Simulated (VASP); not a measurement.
# B4AsRu: relaxation of cell and atoms with PBE

The system is B4AsRu.

```xyz
6
Lattice="0.0000 3.2494 3.2494 3.2494 0.0000 3.2494 3.2494 3.2494 0.0000" Properties=species:S:1:pos:R:3 pbc="T T T"
B     2.4360    4.0627    4.0627
B     2.4360    2.4360    2.4360
B     4.0627    2.4360    4.0627
B     4.0627    4.0627    2.4360
As    0.0000    0.0000    0.0000
Ru    4.8741    4.8741    4.8741
```

The cell was built from a structure type or drawn by symmetry, and may not be a known phase.

```
Program                : VASP 6.6.1
Task                   : relaxation of cell and atoms
Functional             : PBE
Potentials or basis    : VASP PAW PBE potentials, release 64 (B, As, Ru_pv)
Cutoff                 : 600 eV
k mesh                 : 4 × 4 × 4
Occupations            : gaussian, width 0.1 eV
Spin                   : no spin polarisation
Dipole correction      : no
Further INCAR settings : ALGO = Normal; EDIFF = 1e-06; IBRION = 2; EDIFFG = -0.04; NSW = 90; ISIF = 3
```

| Item | Value |
| --- | --- |
| Relaxed volume | 9.47 Å³/atom |
| Relaxed cell | a = 4.316 Å, b = 4.316 Å, c = 4.316 Å, α = 60.00°, β = 60.00°, γ = 60.00° |
| Space group after relaxing (to 0.1 Å) | F-43m (No. 216) |
| Energy gained by relaxing | 266.9 meV/atom |
| Ionic steps | 19 |
| Pressure after relaxing | 0.1 GPa |
| Largest force after relaxing | 0.021 eV/Å |
| Band gap on the k mesh | zero (an odd number of electrons rules out a gap without spin polarisation) |

Forces on the atoms (eV/Å):
```
B   -0.012  0.012  0.012
B   -0.012 -0.012 -0.012
B    0.012 -0.012  0.012
B    0.012  0.012 -0.012
As   0.000  0.000  0.000
Ru   0.000  0.000  0.000
```

The path:
```
step  energy change (eV)  largest force (eV/Å)  pressure (GPa)  volume (Å³)
   1              0.0000                0.1030          -28.00        68.62
   2             -1.0096                0.2476           25.49        50.62
   3             -1.3801                0.2208           -0.11        55.73
   4             -1.3797                0.2237            0.81        55.49
   5             -1.3898                0.2753            0.92        55.46
   6             -1.4302                0.3831            1.52        55.37
   7             -1.5289                0.3669            3.79        55.18
   8             -1.3723                1.4564           13.36        54.82
   9             -1.5549                0.2306            5.01        55.12
  10             -1.5637                0.0413            6.85        55.03
  11             -1.5647                0.0374            6.30        55.05
  12             -1.5693                0.0088            6.06        55.16
  13             -1.5791                0.0877            5.30        55.49
  14             -1.5787                0.3505            4.14        56.15
  15             -1.5825                0.1966            4.77        55.79
  16             -1.5885                0.1555            3.90        55.97
  17             -1.5995                0.0435            1.51        56.51
  18             -1.5919                0.1489           -2.97        57.59
  19             -1.6012                0.0210            0.07        56.84
```

Final structure:
```yaml
crystal:
  lattice:
    - [0.00000, 3.05169, 3.05169]
    - [3.05169, 0.00000, 3.05169]
    - [3.05169, 3.05169, 0.00000]
  atoms:
    - { symbol: B, position: [0.92339, 0.35887, 0.35887] }
    - { symbol: B, position: [0.35887, 0.35887, 0.35887] }
    - { symbol: B, position: [0.35887, 0.92339, 0.35887] }
    - { symbol: B, position: [0.35887, 0.35887, 0.92339] }
    - { symbol: As, position: [0.00000, 0.00000, 0.00000] }
    - { symbol: Ru, position: [0.75000, 0.75000, 0.75000] }
```

Levels at points of the mesh, in eV from the Fermi level:
| k point | band 11 | band 12 | band 13 | band 14 | band 15 | band 16 | band 17 | band 18 | band 19 |
| --- | --- | --- | --- | --- | --- | --- | --- | --- | --- |
| (0.00, 0.00, 0.00) | -5.04 | -4.66 | -4.66 | -4.66 | 1.25 | 1.25 | 1.25 | 1.47 | 1.47 |
| (0.50, 0.00, 0.00) | -4.43 | -3.55 | -3.55 | -0.46 | -0.06 | -0.06 | 0.62 | 1.66 | 1.66 |
| (0.50, 0.50, 0.00) | -2.88 | -2.88 | -2.86 | -0.99 | -0.01 | 1.32 | 1.32 | 2.12 | 3.10 |

Run time: 10 min on 1 thread of Intel Xeon 8259CL, with other jobs on the host, peak memory 0.25 GiB.

Caveat: the k points lie up to 0.45 Å⁻¹ apart in the final cell, too coarse for converged energies and pressures of a metal; the volume moved by over 15 % at a fixed basis, so the end points are rough.
